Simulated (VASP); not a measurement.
Wanted: the native input for a VASP 6.6.1 run.

```yaml
Task: single point
Functional: PBEsol
Potentials_or_basis: VASP PAW PBE potentials, release 64 (Ta_pv, N)
Cutoff: 520 eV
k_mesh: 10 × 10 × 10
Occupations: fermi-dirac, width 0.05 eV
Spin: no spin polarisation
Dipole_correction: no
Further_INCAR_settings: ALGO = Normal; EDIFF = 1e-07; NBANDS = 15
```

The structure of TaN lies in POSCAR:

```
TaN
1.0
    0.0000000000      2.1835985740      2.1835985740
    2.1835985740      0.0000000000      2.1835985740
    2.1835985740      2.1835985740      0.0000000000
Ta N
1 1
Direct
    0.5000000000      0.5000000000      0.5000000000
    0.0000000000      0.0000000000      0.0000000000
```

The input as run:

INCAR

```
PREC = Accurate
ENCUT = 520
EDIFF = 1E-7
ISMEAR = -1
SIGMA = 0.05
LREAL = False
LASPH = True
NELM = 80
ALGO = Normal
ISIF = 2
LWAVE = False
LCHARG = False
GGA = PS
NBANDS = 15
```

KPOINTS

```
regular mesh
0
Gamma
  10 10 10
```

Potentials or basis: VASP PAW PBE potentials, release 64 (Ta_pv, N).

Command:

```bash
$ cat potpaw_PBE.64/Ta_pv/POTCAR potpaw_PBE.64/N/POTCAR > POTCAR
$ mpirun -np 1 vasp_std > vasp.out
```

Results of the run:

```
Pressure               : 3.0 GPa
Band gap on the k mesh : zero (bands 8 and 9 overlap by 4.16 eV)
```

Caveat: the cell stands under pressure; the PAW data sets were made with another functional, which shifts forces and pressure a little; spin-orbit coupling is left out, which moves the levels of the heavy elements.

Run time: 11 s on 1 thread of Intel(R) Xeon(R) Platinum 8488C (Sapphire Rapids) (shared host), peak memory 0.15 GiB.
